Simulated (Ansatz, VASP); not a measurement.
**CrCuO2 in VASP and in Ansatz**

```
Cu O Cr
1.0
     1.49577    0.86359    5.73478
    -1.49577    0.86359    5.73478
     0.00000   -1.72716    5.73478
Cu O Cr
1 2 1
Cartesian
  0.0000 0.0000 0.0000
  0.0000 0.0000 1.8567
  0.0000 0.0000 15.3476
  0.0000 0.0000 8.6022
```

Alike in both runs: task single point; functional r2SCAN; k mesh 7 × 7 × 7; occupations tetrahedron; no spin polarisation; Hubbard terms Cr d U = 1.06 eV, Cu d U = 5.29 eV.

|  | VASP | Ansatz |
| --- | --- | --- |
| version | VASP 6.6.1 | Ansatz 0.2.0 |
| potentials or method | VASP PAW PBE potentials, release 64 (Cu, O, Cr_pv), cutoff 660 eV | PAW plane waves |
| valence electrons in the cell | 35 | 45 |

Ansatz gave:

| Item | Value |
| --- | --- |
| pressure (GPa) | -8.3 |
| traceless stress, the component that is largest in VASP (GPa) | 9.27 |
| rms of the force components (eV/Å) | 0.024 |

Which values does VASP return?

Pressure (GPa): -9.8; traceless stress, the component that is largest in VASP (GPa): 5.40; rms of the force components (eV/Å): 0.193.

VASP's potentials were made for PBE, not for r2SCAN. The programs project onto different local orbitals, so the same U acts differently, and such runs can settle in different states. Atom by atom the forces differ by 0.217 eV/Å (rms over components). VASP's potentials hold 35 valence electrons a cell and Ansatz's 45, so a difference there can come from the potentials and not from the codes. Ansatz's warnings: band table not solved further, filled band counts differ across k points, product built on unsolved table, tetrahedron derivatives may miss energy slope.
